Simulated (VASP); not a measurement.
# TaN (Fm-3m) in VASP: further runs

The runs below take TaN through single point, with r2SCAN+U, PBEsol.

Program: VASP 6.6.1. These are calculated values, not measurements. Logs are shortened: lines on timing, memory, paths and dates and some standing lists are left out, and cuts for length are marked.

## Step 1: The cell of the first run

Symmetry: Fm-3m, No. 225, cubic system. Conventional cell: a = 4.423 Å, b = 4.423 Å, c = 4.423 Å, α = 90.00°, β = 90.00°, γ = 90.00°. Ta (site symmetry m-3m) has 6 N at 2.21 Å within 2.9 Å. N (site symmetry m-3m) has 6 Ta at 2.21 Å within 2.9 Å.

## Step 2: Single point, r2SCAN+U

The input, POSCAR:

```
TaN
1.0
    0.0000000000      2.2113230000      2.2113230000
    2.2113230000      0.0000000000      2.2113230000
    2.2113230000      2.2113230000      0.0000000000
Ta N
1 1
Direct
    0.5000000000      0.5000000000      0.5000000000
    0.0000000000      0.0000000000      0.0000000000
```

The input, INCAR.step1:

```
  ALGO = Normal
  EDIFF = 1E-5
  ENCUT = 660
  GGA = PE
  GGA_COMPAT = F
  ISMEAR = -1
  LASPH = T
  LCHARG = F
  LDAU = T
  LDAUJ = 0 0
  LDAUL = 2 -1
  LDAUTYPE = 2
  LDAUU = 3 0
  LMAXMIX = 4
  LREAL = F
  LWAVE = T
  NBANDS = 16
  NELM = 200
  PREC = Accurate
  SIGMA = 0.05
```

The input, INCAR.step2:

```
  ALGO = Normal
  EDIFF = 1E-6
  ENCUT = 660
  GGA_COMPAT = F
  ISIF = 2
  ISMEAR = -1
  ISTART = 1
  LASPH = T
  LCHARG = T
  LDAU = T
  LDAUJ = 0 0
  LDAUL = 2 -1
  LDAUPRINT = 1
  LDAUTYPE = 2
  LDAUU = 3 0
  LELF = T
  LMAXMIX = 4
  LMIXTAU = T
  LREAL = F
  LVHAR = T
  LWAVE = F
  METAGGA = R2SCAN
  NBANDS = 16
  NELM = 200
  PREC = Accurate
  SIGMA = 0.05
```

The input, KPOINTS:

```
k-points
0
Gamma
  10 10 10
```

Potentials or basis: VASP PAW PBE potentials, release 64 (Ta_sv_GW, N).

On the command line:

```bash
> cat potpaw_PBE.64/Ta_sv_GW/POTCAR potpaw_PBE.64/N/POTCAR > POTCAR
> cp INCAR.step1 INCAR
> mpirun -np 1 vasp_std > vasp.out
> cp INCAR.step2 INCAR
> mpirun -np 1 vasp_std > vasp.out
```

OUTCAR:

```text
EDIFF = 1E-6
   ENCUT = 660
   ISIF = 2
   ISMEAR = -1
   ISTART = 1
   LASPH = T
   LREAL = F
   METAGGA = R2SCAN
   NELM = 200
   PREC = Accurate

 ion  position               nearest neighbor table
   1  0.500  0.500  0.500-   2 2.21   2 2.21   2 2.21   2 2.21   2 2.21   2 2.21
   2  0.000  0.000  0.000-   1 2.21   1 2.21   1 2.21   1 2.21   1 2.21   1 2.21

  LATTYP: Found a face centered cubic cell.
 ALAT       =     4.4226460000

  Lattice vectors:

 A1 = (   0.0000000000,   2.2113230000,   2.2113230000)
 A2 = (   2.2113230000,   0.0000000000,   2.2113230000)
 A3 = (   2.2113230000,   2.2113230000,   0.0000000000)

Analysis of symmetry for initial positions (statically):
=====================================================================
 Subroutine PRICEL returns:
 Original cell was already a primitive cell.

 Routine SETGRP: Setting up the symmetry group for a
 face centered cubic supercell.

 Subroutine GETGRP returns: Found 48 space group operations
 (whereof 48 operations were pure point group operations)
 out of a pool of 48 trial point group operations.

The static configuration has the point symmetry O_h .

Analysis of symmetry for dynamics (positions and initial velocities):
=====================================================================
 Subroutine PRICEL returns:
 Original cell was already a primitive cell.

 Routine SETGRP: Setting up the symmetry group for a
 face centered cubic supercell.

 Subroutine GETGRP returns: Found 48 space group operations
 (whereof 48 operations were pure point group operations)
 out of a pool of 48 trial point group operations.

The dynamic configuration has the point symmetry O_h .

 Subroutine INISYM returns: Found 48 space group operations
 (whereof 48 operations are pure point group operations),
 and found     1 'primitive' translations

----------------------------------------------------------------------------------------

                                     Primitive cell

  volume of cell :      21.6265

  direct lattice vectors                    reciprocal lattice vectors
     0.000000000  2.211323000  2.211323000    -0.226108985  0.226108985  0.226108985
     2.211323000  0.000000000  2.211323000     0.226108985 -0.226108985  0.226108985
     2.211323000  2.211323000  0.000000000     0.226108985  0.226108985 -0.226108985

  length of vectors
     3.127282977  3.127282977  3.127282977     0.391632251  0.391632251  0.391632251

  position of ions in fractional coordinates (direct lattice)
     0.500000000  0.500000000  0.500000000
     0.000000000  0.000000000  0.000000000

  ion indices of the primitive-cell ions
   primitive index   ion index
                 1           1
                 2           2

----------------------------------------------------------------------------------------

 KPOINTS: k-points

Automatic generation of k-mesh.
 Grid dimensions read from file:
 generate k-points for:   10   10   10

 Generating k-lattice:

  Cartesian coordinates                     Fractional coordinates (reciprocal lattice)
    -0.022610899  0.022610899  0.022610899     0.100000000  0.000000000  0.000000000
     0.022610899 -0.022610899  0.022610899     0.000000000  0.100000000  0.000000000
     0.022610899  0.022610899 -0.022610899     0.000000000  0.000000000  0.100000000

  Length of vectors
     0.039163225  0.039163225  0.039163225

  Shift w.r.t. Gamma in fractional coordinates (k-lattice)
     0.000000000  0.000000000  0.000000000

 Subroutine IBZKPT returns following result:
 ===========================================

 Found     47 irreducible k-points:

 Following reciprocal coordinates:
            Coordinates               Weight
  0.000000  0.000000  0.000000      1.000000
  0.100000  0.000000  0.000000      8.000000
  0.200000  0.000000  0.000000      8.000000
  0.300000  0.000000  0.000000      8.000000
  0.400000  0.000000  0.000000      8.000000
  0.500000  0.000000  0.000000      4.000000
[... 16 lines left out ...]
  0.300000  0.300000  0.000000      6.000000
  0.400000  0.300000  0.000000     24.000000
 [... further k-points ...]
   k-points           NKPTS =     47   k-points in BZ     NKDIM =     47   number of bands    NBANDS=     16
   number of dos      NEDOS =    301   number of ions     NIONS =      2
   total plane-waves  NPLWV =  21952
   dimension x,y,z NGX =    28 NGY =   28 NGZ =   28
   dimension x,y,z NGXF=    56 NGYF=   56 NGZF=   56
   ions per type =               1   1
   NGX,Y,Z   is equivalent  to a cutoff of  14.88, 14.88, 14.88 a.u.
   NGXF,Y,Z  is equivalent  to a cutoff of  29.77, 29.77, 29.77 a.u.
 SYSTEM =  unknown system
   PREC   = accura    normal or accurate (medium, high low for compatibility)
   ISTART =      1    job   : 0-new  1-cont  2-samecut
   ICHARG =      0    charge: 1-file 2-atom 10-const
   ISPIN  =      1    spin polarized calculation?
   LNONCOLLINEAR =      F non collinear calculations
   LSORBIT =      F    spin-orbit coupling
   LASPH  =      T    aspherical Exc in radial PAW
   ENCUT  =  660.0 eV  48.51 Ry    6.96 a.u.   6.55  6.55  6.55*2*pi/ulx,y,z
   NELM   =    200;   NELMIN=  2; NELMDL=  0     # of ELM steps
   EDIFF  = 0.1E-05   stopping-criterion for ELM
   LREAL  =      F    real-space projection
   EDIFFG = 0.1E-04   stopping-criterion for IOM
   NSW    =      0    number of steps for IOM
   IBRION =     -1    ionic relax: 0-MD 1-quasi-New 2-CG
   NFREE  =      0    steps in history (QN), initial steepest desc. (CG)
   ISIF   =      2    stress and relaxation
   ISYM   =      2    0-nonsym 1-usesym 2-fastsym
   POTIM  = 0.5000    time-step for ionic-motion
   TEBEG  =    0.0;   TEEND  =   0.0 temperature during run
   PSTRESS=    0.0 pullay stress
   NELECT =      18.0000    total number of electrons
   NUPDOWN=      -1.0000    fix difference up-down
   EMIN   =  10.00;   EMAX   =-10.00  energy-range for DOS
   EFERMI =   0.00;   METHOD = LEGACY
   ISMEAR =    -1;   SIGMA  =   0.05  broadening in eV -4-tet -1-fermi 0-gaus
   EFERMI_NEDOS =   21; number of points for ismear=-14 and -15
   IALGO  =     38    algorithm
   IMIX   =      4    mixing-type and parameters
     AMIX     =   0.40;   BMIX     =  1.00
     AMIX_MAG =   1.60;   BMIX_MAG =  1.00
  volume/ion in A,a.u.               =      10.81        72.97
  Fermi-wavevector in a.u.,A,eV,Ry     =   1.539939  2.910063 32.265016  2.371412
  Thomas-Fermi vector in A             =   2.646096
   LORBIT       =      0    0 simple, 1 ext, 2 COOP (PROOUT), +10 PAW based schemes
 LDA+U is selected, type is set to LDAUTYPE =  2
   angular momentum for each species LDAUL =     2   -1
   U (eV)           for each species LDAUU =   3.0  0.0
   J (eV)           for each species LDAUJ =   0.0  0.0
   METAGGA = R2SCAN    functional components
   LHFCALC =     F    Hartree Fock is set to
   AEXX    =    0.0000 exact exchange contribution
   IVDW    =     0    specifies the selected vdW correction
   LEPSILON=     F    determine dielectric tensor
   LRPA    =     F    only Hartree local field effects (RPA)
 non-spin polarized calculation
  energy-cutoff  :      660.00
  volume of cell :       21.63
 maximum number of plane-waves:       869
 NGX is ok and might be reduce to    28
   NGX = 13   NGY = 13   NGZ = 13

atom =   1  type =  1  l = 2

 onsite density matrix

spin component  1

  0.2563 -0.0000  0.0000 -0.0000 -0.0000
 -0.0000  0.2563 -0.0000 -0.0000  0.0000
  0.0000 -0.0000  0.1824  0.0000 -0.0000
 -0.0000 -0.0000  0.0000  0.2563 -0.0000
 -0.0000  0.0000 -0.0000 -0.0000  0.1824

spin component  2

  0.2563 -0.0000  0.0000 -0.0000 -0.0000
 -0.0000  0.2563 -0.0000 -0.0000  0.0000
  0.0000 -0.0000  0.1824  0.0000 -0.0000
 -0.0000 -0.0000  0.0000  0.2563 -0.0000
 -0.0000  0.0000 -0.0000 -0.0000  0.1824

 occupancies and eigenvectors

  o =  0.1824  v =  0.0000  0.0000  0.9982 -0.0000  0.0602  0.0000  0.0000  0.0000  0.0000  0.0000      0.0000  0.0000  0.0000  0.0000  0.0000  0.0000  0.0000  0.0000  0.0000  0.0000
  o =  0.1824  v =  0.0000  0.0000  0.0000  0.0000  0.0000  0.0000  0.0000  0.9982 -0.0000  0.0602      0.0000  0.0000  0.0000  0.0000  0.0000  0.0000  0.0000  0.0000  0.0000  0.0000
  o =  0.1824  v =  0.0000  0.0000 -0.0602 -0.0000  0.9982  0.0000  0.0000  0.0000  0.0000  0.0000      0.0000  0.0000  0.0000  0.0000  0.0000  0.0000  0.0000  0.0000  0.0000  0.0000
  o =  0.1824  v =  0.0000  0.0000  0.0000  0.0000  0.0000  0.0000  0.0000 -0.0602 -0.0000  0.9982      0.0000  0.0000  0.0000  0.0000  0.0000  0.0000  0.0000  0.0000  0.0000  0.0000
  o =  0.2563  v =  0.0000  0.0000  0.0000  0.0000  0.0000  0.0000  0.9715 -0.0000 -0.2372 -0.0000      0.0000  0.0000  0.0000  0.0000  0.0000  0.0000  0.0000  0.0000  0.0000  0.0000
  o =  0.2563  v =  0.0000  0.9715 -0.0000 -0.2372 -0.0000  0.0000  0.0000  0.0000  0.0000  0.0000      0.0000  0.0000  0.0000  0.0000  0.0000  0.0000  0.0000  0.0000  0.0000  0.0000
  o =  0.2563  v =  0.0000  0.0000  0.0000  0.0000  0.0000  0.0000  0.2372  0.0000  0.9715 -0.0000      0.0000  0.0000  0.0000  0.0000  0.0000  0.0000  0.0000  0.0000  0.0000  0.0000
  o =  0.2563  v =  0.0000  0.2372  0.0000  0.9715 -0.0000  0.0000  0.0000  0.0000  0.0000  0.0000      0.0000  0.0000  0.0000  0.0000  0.0000  0.0000  0.0000  0.0000  0.0000  0.0000
  o =  0.2563  v =  1.0000  0.0000  0.0000  0.0000  0.0000  0.0000  0.0000  0.0000  0.0000  0.0000      0.0000  0.0000  0.0000  0.0000  0.0000  0.0000  0.0000  0.0000  0.0000  0.0000
  o =  0.2563  v =  0.0000  0.0000  0.0000  0.0000  0.0000  1.0000  0.0000  0.0000  0.0000  0.0000      0.0000  0.0000  0.0000  0.0000  0.0000  0.0000  0.0000  0.0000  0.0000  0.0000

 number of electron      18.0000000 magnetization

 Free energy of the ion-electron system (eV)
  ---------------------------------------------------
  ext. energy  EPLUGINS =         0.00000000
  ---------------------------------------------------
  free energy    TOTEN  =       -59.55657069 eV

  energy without entropy =      -59.55218964  energy(sigma->0) =      -59.55438017

 E-fermi :  14.0120     XC(G=0): -14.6754

 val. band max:       13.8714849057   @ k =  -0.3000   0.4000   0.2000
 cond. band min:      14.0474346482   @ k =  -0.3000   0.3000   0.1000
 fundamental gap:      0.1759497426
 Fermi energy:        14.0119728236

 k-point     1 :       0.0000    0.0000    0.0000
  band No.  band energies     occupation
      1     -58.3373      2.00000
      2     -23.7967      2.00000
      3     -23.7967      2.00000
      4     -23.7967      2.00000
      5      -6.1128      2.00000
      6       9.6953      2.00000
[... 8 lines left out ...]
     15      23.2061      0.00000
     16      38.1704      0.00000

 k-point     2 :       0.1000    0.0000    0.0000
  band No.  band energies     occupation
      1     -58.3322      2.00000
      2     -23.8789      2.00000
      3     -23.8042      2.00000
      4     -23.8042      2.00000
      5      -5.8795      2.00000
      6       8.6206      2.00000
[... 8 lines left out ...]
     15      23.9472      0.00000
     16      35.3750      0.00000

 k-point     3 :       0.2000    0.0000    0.0000
  band No.  band energies     occupation
      1     -58.3188      2.00000
      2     -24.0884      2.00000
      3     -23.8236      2.00000
      4     -23.8236      2.00000
      5      -5.2418      2.00000
      6       6.7519      2.00000
[... 8 lines left out ...]
     15      25.6483      0.00000
     16      32.1547      0.00000

 k-point     4 :       0.3000    0.0000    0.0000
  band No.  band energies     occupation
      1     -58.3021      2.00000
      2     -24.3370      2.00000
      3     -23.8474      2.00000
      4     -23.8474      2.00000
      5      -4.3723      2.00000
      6       4.9686      2.00000
[... 8 lines left out ...]
     15      26.2065      0.00000
     16      30.0456      0.00000
[... 324 lines left out ...]
 k-point    22 :      -0.2000    0.2000    0.0000
  band No.  band energies     occupation
      1     -58.2964      2.00000
      2     -24.2919      2.00000
      3     -24.0007      2.00000
      4     -23.8388      2.00000
      5      -4.2914      2.00000
      6       4.9318      2.00000
[... 8 lines left out ...]
     15      26.7113      0.00000
     16      27.1727      0.00000

 k-point    23 :       0.3000    0.3000    0.0000
  band No.  band energies     occupation
      1     -58.2906      2.00000
      2     -24.2722      2.00000
      3     -23.9716      2.00000
      4     -23.9716      2.00000
      5      -4.6682      2.00000
      6       5.3424      2.00000
[... 8 lines left out ...]
     15      27.0719      0.00000
     16      29.7473      0.00000

 k-point    24 :       0.4000    0.3000    0.0000
  band No.  band energies     occupation
      1     -58.2800      2.00000
      2     -24.3678      2.00000
      3     -24.0236      2.00000
      4     -23.9994      2.00000
      5      -4.5019      2.00000
      6       5.4922      2.00000
[... 8 lines left out ...]
     15      24.7303      0.00000
     16      29.4023      0.00000

 [... further k-points ...]

------------------------ aborting loop because EDIFF is reached ----------------------------------------

  FORCE on cell =-STRESS in cart. coord.  units (eV):
  Direction    XX          YY          ZZ          XY          YZ          ZX
  --------------------------------------------------------------------------------------
  -------------------------------------------------------------------------------------
  Total        0.3490281      0.3490281      0.3490281      0.0000000      0.0000000     -0.0000000
  in kB       25.8573716     25.8573716     25.8573716      0.0000000      0.0000000     -0.0000000
  external PRESSURE =      25.8573716 kB  Pullay stress =       0.0000000 kB

 VOLUME and BASIS-vectors are now :
 -----------------------------------------------------------------------------
  energy-cutoff  :      660.00
  volume of cell :       21.63
      direct lattice vectors                 reciprocal lattice vectors
     0.000000000  2.211323000  2.211323000    -0.226108985  0.226108985  0.226108985
     2.211323000  0.000000000  2.211323000     0.226108985 -0.226108985  0.226108985
     2.211323000  2.211323000  0.000000000     0.226108985  0.226108985 -0.226108985

 POSITION                                       TOTAL-FORCE (eV/Angst)
 -----------------------------------------------------------------------------------
      2.21132      2.21132      2.21132        -0.000000      0.000000      0.000000
      0.00000      0.00000      0.00000         0.000000     -0.000000     -0.000000
 -----------------------------------------------------------------------------------
    total drift:                                0.000000      0.000000      0.000000

  FREE ENERGIE OF THE ION-ELECTRON SYSTEM (eV)
  ---------------------------------------------------
  free  energy   TOTEN  =       -59.5565706895 eV

  energy  without entropy=      -59.5521896448  energy(sigma->0) =      -59.55438017
```

Wall time 53 s (1 thread of Intel Xeon 6975P-C (Granite Rapids), shared host); peak memory 0.19 GiB.

Results:

* Free energy: -59.5566 eV
* Pressure: 2.6 GPa
* Band gap on the k mesh: zero (band 9 reaches 15.99 eV, above the bottom of band 10 at 11.94 eV)

Eigenvalues of the final occupation matrices:
```
    site  spin  trace               eigenvalues
site 1 d     1   1.13  0.18 0.18 0.26 0.26 0.26
site 1 d     2   1.13  0.18 0.18 0.26 0.26 0.26
```

Caveat: the PAW data sets were made with another functional, which shifts forces and pressure a little; spin-orbit coupling is left out, which moves the levels of the heavy elements; U without spin polarisation on a metal has little footing.

## Step 3: Single point, r2SCAN+U

POSCAR is that of step 2.

The input, INCAR.step1:

```
PREC = Accurate
ENCUT = 660
ISMEAR = -1
SIGMA = 0.05
LREAL = F
LASPH = T
NELM = 200
LMAXMIX = 4
LDAU = T
LDAUTYPE = 2
LDAUL = 2 -1
LDAUU = 8 0
LDAUJ = 0 0
NBANDS = 16
GGA = PE
ALGO = Normal
EDIFF = 1E-5
LWAVE = T
LCHARG = F
GGA_COMPAT = F
```

The input, INCAR.step2:

```
PREC = Accurate
ENCUT = 660
EDIFF = 1E-6
ISMEAR = -1
SIGMA = 0.05
LREAL = F
LASPH = T
NELM = 200
ALGO = Normal
ISIF = 2
LWAVE = F
LCHARG = F
LMAXMIX = 4
LDAU = T
LDAUTYPE = 2
LDAUL = 2 -1
LDAUU = 8 0
LDAUJ = 0 0
LDAUPRINT = 1
METAGGA = R2SCAN
LMIXTAU = T
NBANDS = 16
ISTART = 1
GGA_COMPAT = F
```

The input, KPOINTS:

```
Automatic mesh
0
Gamma
  10 10 10
```

Potentials or basis: VASP PAW PBE potentials, release 64 (Ta_sv_GW, N).

On the command line:

```bash
> cat potpaw_PBE.64/Ta_sv_GW/POTCAR potpaw_PBE.64/N/POTCAR > POTCAR
> cp INCAR.step1 INCAR
> mpirun -np 1 vasp_std > vasp.out
> cp INCAR.step2 INCAR
> mpirun -np 1 vasp_std > vasp.out
```

Wall time 68 s (1 thread of AMD EPYC 9R45 (Zen 5), shared host); peak memory 0.16 GiB.

It converged, with:

| Item | Value |
| --- | --- |
| Free energy | -55.3505 eV |
| Pressure | 18.8 GPa |
| Band gap on the k mesh | zero (band 9 reaches 16.71 eV, above the bottom of band 10 at 12.75 eV) |

Levels at points of the mesh, in eV from the Fermi level:
```csv
k point,band 6,band 7,band 8,band 9,band 10,band 11,band 12,band 13
"(0.00, 0.00, 0.00)",-4.69,-4.69,-4.69,-1.94,-1.94,-1.94,0.65,1.06
"(0.50, 0.00, 0.00)",-11.34,-7.85,-7.85,2.02,2.23,2.23,2.77,8.26
"(0.50, 0.50, 0.00)",-7.93,-5.63,-5.63,-5.57,3.22,3.90,3.90,4.84
```

Eigenvalues of the final occupation matrices:
```csv
site,spin,trace,eigenvalues
site 1 d,1,1.03,0.16 0.16 0.24 0.24 0.24
site 1 d,2,1.03,0.16 0.16 0.24 0.24 0.24
```

Caveat: the PAW data sets were made with another functional, which shifts forces and pressure a little; spin-orbit coupling is left out, which moves the levels of the heavy elements; U without spin polarisation on a metal has little footing.

[end of part 1 of 2]
